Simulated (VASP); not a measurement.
# Na in VASP: notebook

Runs on Na. Level: PBE. Tasks: single point.

Everything below comes from runs of VASP 6.6.1. Logs are shortened: lines on timing, memory, paths and dates and some standing lists are left out, and cuts for length are marked.

## Step 1: The cell of the first run

It takes space group R-3m (No. 166, trigonal). The conventional cell has a = 8.858 Å, b = 8.858 Å, c = 23.818 Å, α = 90.00°, β = 90.00°, γ = 120.00°. Within 4.2 Å of Na (site symmetry m) lie 6 Na at 3.21 to 3.47 Å. Within 4.5 Å of Na (site symmetry m) lie 7 Na at 3.43 to 3.66 Å.

## Step 2: Single point, PBE

The input, INCAR:

```
SYSTEM = Na
ALGO = Fast
EDIFF = 1E-7
ENCUT = 520
GGA = PE
ISIF = 2
ISMEAR = 0
LASPH = .TRUE.
LCHARG = .FALSE.
LREAL = .FALSE.
LWAVE = .FALSE.
NBANDS = 54
NELM = 100
PREC = Accurate
SIGMA = 0.1
```

The input, KPOINTS:

```
k-points
0
G
  3 3 3
  0 0 0
```

The input, POSCAR:

```
Na
1.0
    4.4288893404      2.5570204529      7.9393187705
   -4.4288893404      2.5570204529      7.9393187705
    0.0000000000     -5.1140409057      7.9393187705
Na
12
Direct
    0.1002353539      0.4887869301      0.1002353539
    0.1002353539      0.1002353539      0.4887869301
    0.4887869301      0.1002353539      0.1002353539
    0.8997646461      0.5112130699      0.8997646461
    0.5112130699      0.8997646461      0.8997646461
    0.8997646461      0.8997646461      0.5112130699
    0.2420478815      0.6419790980      0.2420478815
    0.2420478815      0.2420478815      0.6419790980
    0.6419790980      0.2420478815      0.2420478815
    0.7579521185      0.3580209020      0.7579521185
    0.3580209020      0.7579521185      0.7579521185
    0.7579521185      0.7579521185      0.3580209020
```

Potentials or basis: VASP PAW PBE potentials, release 64 (Na_pv).

Run with:

```console
cat potpaw_PBE.64/Na_pv/POTCAR > POTCAR
mpirun -np 1 vasp_std > vasp.out
```

OUTCAR:

```text
SYSTEM = Na
   EDIFF = 1E-7
   ENCUT = 520
   GGA = PE
   ISIF = 2
   ISMEAR = 0
   LASPH = .TRUE.
   LREAL = .FALSE.
   NELM = 100
   PREC = Accurate

 ion  position               nearest neighbor table
   1  0.100  0.489  0.100-
   2  0.100  0.100  0.489-
   3  0.489  0.100  0.100-
   4  0.900  0.511  0.900-
   5  0.511  0.900  0.900-
   6  0.900  0.900  0.511-
   7  0.242  0.642  0.242-
   8  0.242  0.242  0.642-
   9  0.642  0.242  0.242-
  10  0.758  0.358  0.758-
  11  0.358  0.758  0.758-
  12  0.758  0.758  0.358-

  LATTYP: Found a trigonal (rhomboedric) cell.
 ALAT       =     9.4438443933
 COS(alpha) =     0.5601323643

  Lattice vectors:

 A1 = (   4.4288893404,   2.5570204529,   7.9393187705)
 A2 = (  -4.4288893404,   2.5570204529,   7.9393187705)
 A3 = (   0.0000000000,  -5.1140409057,   7.9393187705)

Analysis of symmetry for initial positions (statically):
=====================================================================
 Subroutine PRICEL returns:
 Original cell was already a primitive cell.

 Routine SETGRP: Setting up the symmetry group for a
 trigonal (rhombohedral) supercell.

 Subroutine GETGRP returns: Found 12 space group operations
 (whereof 12 operations were pure point group operations)
 out of a pool of 12 trial point group operations.

The static configuration has the point symmetry D_3d.

Analysis of symmetry for dynamics (positions and initial velocities):
=====================================================================
 Subroutine PRICEL returns:
 Original cell was already a primitive cell.

 Routine SETGRP: Setting up the symmetry group for a
 trigonal (rhombohedral) supercell.

 Subroutine GETGRP returns: Found 12 space group operations
 (whereof 12 operations were pure point group operations)
 out of a pool of 12 trial point group operations.

The dynamic configuration has the point symmetry D_3d.

 Subroutine INISYM returns: Found 12 space group operations
 (whereof 12 operations are pure point group operations),
 and found     1 'primitive' translations

----------------------------------------------------------------------------------------

                                     Primitive cell

  volume of cell :     539.4653

  direct lattice vectors                    reciprocal lattice vectors
     4.428889340  2.557020453  7.939318770     0.112895121  0.065180029  0.041985130
    -4.428889340  2.557020453  7.939318770    -0.112895121  0.065180029  0.041985130
     0.000000000 -5.114040906  7.939318770     0.000000000 -0.130360058  0.041985130

  length of vectors
     9.443844393  9.443844393  9.443844393     0.136954357  0.136954357  0.136954357

  position of ions in fractional coordinates (direct lattice)
     0.100235354  0.488786930  0.100235354
     0.100235354  0.100235354  0.488786930
     0.488786930  0.100235354  0.100235354
     0.899764646  0.511213070  0.899764646
     0.511213070  0.899764646  0.899764646
     0.899764646  0.899764646  0.511213070
     0.242047881  0.641979098  0.242047881
     0.242047881  0.242047881  0.641979098
     0.641979098  0.242047881  0.242047881
     0.757952119  0.358020902  0.757952119
     0.358020902  0.757952119  0.757952119
     0.757952119  0.757952119  0.358020902

  ion indices of the primitive-cell ions
   primitive index   ion index
                 1           1
                 2           2
                 3           3
                 4           4
                 5           5
                 6           6
                 7           7
                 8           8
                 9           9
                10          10
                11          11
                12          12

----------------------------------------------------------------------------------------

 KPOINTS: k-points

Automatic generation of k-mesh.
 Grid dimensions read from file:
 generate k-points for:    3    3    3

 Generating k-lattice:

  Cartesian coordinates                     Fractional coordinates (reciprocal lattice)
     0.037631707  0.021726676  0.013995043     0.333333333  0.000000000 -0.000000000
    -0.037631707  0.021726676  0.013995043     0.000000000  0.333333333 -0.000000000
     0.000000000 -0.043453353  0.013995043     0.000000000  0.000000000  0.333333333

  Length of vectors
     0.045651452  0.045651452  0.045651452

  Shift w.r.t. Gamma in fractional coordinates (k-lattice)
     0.000000000  0.000000000  0.000000000

 Subroutine IBZKPT returns following result:
 ===========================================

 Found      6 irreducible k-points:

 Following reciprocal coordinates:
            Coordinates               Weight
  0.000000  0.000000  0.000000      1.000000
  0.333333 -0.000000  0.000000      6.000000
  0.333333  0.333333  0.000000      6.000000
 -0.333333  0.333333  0.000000      6.000000
  0.333333  0.333333  0.333333      2.000000
 -0.333333  0.333333  0.333333      6.000000
   k-points           NKPTS =      6   k-points in BZ     NKDIM =      6   number of bands    NBANDS=     54
   number of dos      NEDOS =    301   number of ions     NIONS =     12
   total plane-waves  NPLWV = 343000
   dimension x,y,z NGX =    70 NGY =   70 NGZ =   70
   dimension x,y,z NGXF=   140 NGYF=  140 NGZF=  140
   ions per type =              12
   NGX,Y,Z   is equivalent  to a cutoff of  12.32, 12.32, 12.32 a.u.
   NGXF,Y,Z  is equivalent  to a cutoff of  24.65, 24.65, 24.65 a.u.
 SYSTEM =  Na
   PREC   = accura    normal or accurate (medium, high low for compatibility)
   ISTART =      0    job   : 0-new  1-cont  2-samecut
   ICHARG =      2    charge: 1-file 2-atom 10-const
   ISPIN  =      1    spin polarized calculation?
   LNONCOLLINEAR =      F non collinear calculations
   LSORBIT =      F    spin-orbit coupling
   LASPH  =      T    aspherical Exc in radial PAW
   ENCUT  =  520.0 eV  38.22 Ry    6.18 a.u.  17.56 17.56 17.56*2*pi/ulx,y,z
   NELM   =    100;   NELMIN=  2; NELMDL= -5     # of ELM steps
   EDIFF  = 0.1E-06   stopping-criterion for ELM
   LREAL  =      F    real-space projection
   EDIFFG = 0.1E-05   stopping-criterion for IOM
   NSW    =      0    number of steps for IOM
   IBRION =     -1    ionic relax: 0-MD 1-quasi-New 2-CG
   NFREE  =      0    steps in history (QN), initial steepest desc. (CG)
   ISIF   =      2    stress and relaxation
   ISYM   =      2    0-nonsym 1-usesym 2-fastsym
   POTIM  = 0.5000    time-step for ionic-motion
   TEBEG  =    0.0;   TEEND  =   0.0 temperature during run
   PSTRESS=    0.0 pullay stress
   NELECT =      84.0000    total number of electrons
   NUPDOWN=      -1.0000    fix difference up-down
   EMIN   =  10.00;   EMAX   =-10.00  energy-range for DOS
   EFERMI =   0.00;   METHOD = LEGACY
   ISMEAR =     0;   SIGMA  =   0.10  broadening in eV -4-tet -1-fermi 0-gaus
   EFERMI_NEDOS =   21; number of points for ismear=-14 and -15
   IALGO  =     68    algorithm
   IMIX   =      4    mixing-type and parameters
     AMIX     =   0.40;   BMIX     =  1.00
     AMIX_MAG =   1.60;   BMIX_MAG =  1.00
  volume/ion in A,a.u.               =      44.96       303.37
  Fermi-wavevector in a.u.,A,eV,Ry     =   0.880738  1.664354 10.554032  0.775699
  Thomas-Fermi vector in A             =   2.001139
   LORBIT       =      0    0 simple, 1 ext, 2 COOP (PROOUT), +10 PAW based schemes
   GGA     = PE    functional components
   LHFCALC =     F    Hartree Fock is set to
   AEXX    =    0.0000 exact exchange contribution
   IVDW    =     0    specifies the selected vdW correction
   LEPSILON=     F    determine dielectric tensor
   LRPA    =     F    only Hartree local field effects (RPA)
 non-spin polarized calculation
 RMM-DIIS sequential band-by-band and
 Gauss-broadening in eV      SIGMA  =   0.10
  energy-cutoff  :      520.00
  volume of cell :      539.47
 maximum number of plane-waves:     14583
 NGX is ok and might be reduce to    70
   NGX = 35   NGY = 35   NGZ = 35

 number of electron      83.9999937 magnetization

 Free energy of the ion-electron system (eV)
  ---------------------------------------------------
  ext. energy  EPLUGINS =         0.00000000
  ---------------------------------------------------
  free energy    TOTEN  =       -13.68434378 eV

  energy without entropy =      -13.65882950  energy(sigma->0) =      -13.67158664

 E-fermi :  -0.2209     XC(G=0):  -5.9423

 val. band max:       -0.2268047190   @ k =   0.3333  -0.0000   0.0000
 cond. band min:      -0.1221538759   @ k =   0.3333   0.3333   0.3333
 fundamental gap:      0.1046508431
 Fermi energy:        -0.2209340301

 k-point     1 :       0.0000    0.0000    0.0000
  band No.  band energies     occupation
      1     -25.4328      2.00000
      2     -25.4266      2.00000
      3     -25.4266      2.00000
      4     -25.4224      2.00000
      5     -25.4163      2.00000
      6     -25.4109      2.00000
[... 46 lines left out ...]
     53       3.2341      0.00000
     54       3.7040      0.00000

 k-point     2 :       0.3333   -0.0000    0.0000
  band No.  band energies     occupation
      1     -25.4316      2.00000
      2     -25.4282      2.00000
      3     -25.4266      2.00000
      4     -25.4208      2.00000
      5     -25.4177      2.00000
      6     -25.4107      2.00000
[... 46 lines left out ...]
     53       2.2961      0.00000
     54       2.4895      0.00000

 k-point     3 :       0.3333    0.3333    0.0000
  band No.  band energies     occupation
      1     -25.4316      2.00000
      2     -25.4282      2.00000
      3     -25.4265      2.00000
      4     -25.4210      2.00000
      5     -25.4177      2.00000
      6     -25.4108      2.00000
[... 46 lines left out ...]
     53       2.2804      0.00000
     54       2.5081      0.00000

 k-point     4 :      -0.3333    0.3333    0.0000
  band No.  band energies     occupation
      1     -25.4300      2.00000
      2     -25.4300      2.00000
      3     -25.4266      2.00000
      4     -25.4193      2.00000
      5     -25.4193      2.00000
      6     -25.4104      2.00000
[... 46 lines left out ...]
     53       2.6775      0.00000
     54       2.6991      0.00000

 k-point     5 :       0.3333    0.3333    0.3333
  band No.  band energies     occupation
      1     -25.4325      2.00000
      2     -25.4267      2.00000
      3     -25.4267      2.00000
      4     -25.4223      2.00000
      5     -25.4169      2.00000
      6     -25.4112      2.00000
[... 46 lines left out ...]
     53       1.8755      0.00000
     54       2.1980      0.00000

 k-point     6 :      -0.3333    0.3333    0.3333
  band No.  band energies     occupation
      1     -25.4315      2.00000
      2     -25.4282      2.00000
      3     -25.4266      2.00000
      4     -25.4208      2.00000
      5     -25.4180      2.00000
      6     -25.4109      2.00000
[... 46 lines left out ...]
     53       2.4413      0.00000
     54       2.5284      0.00000

------------------------ aborting loop because EDIFF is reached ----------------------------------------

  FORCE on cell =-STRESS in cart. coord.  units (eV):
  Direction    XX          YY          ZZ          XY          YZ          ZX
  --------------------------------------------------------------------------------------
  -------------------------------------------------------------------------------------
  Total        0.4731785      0.4731785     -0.1938441      0.0000000     -0.0000000      0.0000000
  in kB        1.4053098      1.4053098     -0.5757046      0.0000000     -0.0000000      0.0000000
  external PRESSURE =       0.7449717 kB  Pullay stress =       0.0000000 kB

 VOLUME and BASIS-vectors are now :
 -----------------------------------------------------------------------------
  energy-cutoff  :      520.00
  volume of cell :      539.47
      direct lattice vectors                 reciprocal lattice vectors
     4.428889340  2.557020453  7.939318770     0.112895121  0.065180029  0.041985130
    -4.428889340  2.557020453  7.939318770    -0.112895121  0.065180029  0.041985130
     0.000000000 -5.114040906  7.939318770     0.000000000 -0.130360058  0.041985130

 POSITION                                       TOTAL-FORCE (eV/Angst)
 -----------------------------------------------------------------------------------
     -1.72085      0.99353      5.47224         0.013345     -0.007705      0.018261
      0.00000     -1.98707      5.47224         0.000000      0.015409      0.018261
      1.72085      0.99353      5.47224        -0.013345     -0.007705      0.018261
      1.72085     -0.99353     18.34572        -0.013345      0.007705     -0.018261
     -1.72085     -0.99353     18.34572         0.013345      0.007705     -0.018261
      0.00000      1.98707     18.34572         0.000000     -0.015409     -0.018261
     -1.77125      1.02263      8.94027         0.007083     -0.004089      0.040671
      0.00000     -2.04526      8.94027         0.000000      0.008178      0.040671
      1.77125      1.02263      8.94027        -0.007083     -0.004089      0.040671
      1.77125     -1.02263     14.87769        -0.007083      0.004089     -0.040671
     -1.77125     -1.02263     14.87769         0.007083      0.004089     -0.040671
      0.00000      2.04526     14.87769         0.000000     -0.008178     -0.040671
 -----------------------------------------------------------------------------------
    total drift:                               -0.000000      0.000000     -0.000000

  FREE ENERGIE OF THE ION-ELECTRON SYSTEM (eV)
  ---------------------------------------------------
  free  energy   TOTEN  =       -13.6843437759 eV

  energy  without entropy=      -13.6588294979  energy(sigma->0) =      -13.67158664
```

Run time: 2.9 min. Hardware: 1 thread of Intel Xeon 6975P-C (Granite Rapids), shared host; peak memory 0.7 GiB.

Results:

```
Free energy            : -13.6843 eV
Pressure               : 0.1 GPa
Largest force          : 0.041 eV/Å
Band gap on the k mesh : zero (bands 42 and 43 overlap by 0.47 eV)
```

Forces on the atoms (eV/Å):
```
Na   0.013 -0.008  0.018
Na   0.000  0.015  0.018
Na  -0.013 -0.008  0.018
Na  -0.013  0.008 -0.018
Na   0.013  0.008 -0.018
Na   0.000 -0.015 -0.018
Na   0.007 -0.004  0.041
Na   0.000  0.008  0.041
Na  -0.007 -0.004  0.041
Na  -0.007  0.004 -0.041
Na   0.007  0.004 -0.041
Na   0.000 -0.008 -0.041
```

Levels at points of the mesh, in eV from the Fermi level:
```
           k point  band 38  band 39  band 40  band 41  band 42  band 43  band 44  band 45  band 46  band 47
(0.00, 0.00, 0.00)    -0.65    -0.46    -0.28    -0.28    -0.11    -0.05    -0.05     0.48     0.73     0.73
```

(Part 1 of 2 ends here.)

The gap in the log of VASP goes by the Fermi energy; the results here count the filled bands.